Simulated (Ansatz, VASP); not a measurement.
One calculation of Al2BAs3, two programs

```xyz
6
Lattice="-1.8993 1.8993 8.3719 1.8993 -1.8993 8.3719 1.8993 1.8993 -8.3719" Properties=species:S:1:pos:R:3 pbc="T T T"
Al    0.0000    0.0000    5.6957
Al    0.0000    0.0000   11.0481
B     0.0000    0.0000    0.0000
As    1.8993    0.0000    7.2312
As    0.0000    1.8993    4.1859
As    1.8993    0.0000    1.1407
```

Alike in both runs: functional PBE; k mesh 10 × 10 × 10; occupations gaussian, width 0.02 eV; no spin polarisation.

Ansatz relaxed the structure, and its values are those at the end. VASP's run is a single point on that final structure, the one shown.

|  | VASP | Ansatz |
| --- | --- | --- |
| version | VASP 6.6.1 | Ansatz 0.2.0 |
| potentials or method | VASP PAW PBE potentials, release 64 (Al, B, As), cutoff 520 eV | scalar-relativistic, plane waves, PAW |
| valence electrons in the cell | 24 | 54 |

Ansatz gave:

- gap on the k mesh at the Fermi level (eV): 0.84
- least direct gap on the mesh (eV): 0.84
- pressure (GPa): 0.0
- rms of the force components (eV/Å): 0.002

Problem. Estimate VASP's values.

Solution. gap on the k mesh at the Fermi level (eV): 0.84; least direct gap on the mesh (eV): 0.84; pressure (GPa): 0.2; rms of the force components (eV/Å): 0.004.

The functional is the same, so the differences come from potentials, cutoffs and numerics. VASP's potentials hold 24 valence electrons a cell and Ansatz's 54, so a difference there can come from the potentials and not from the codes.
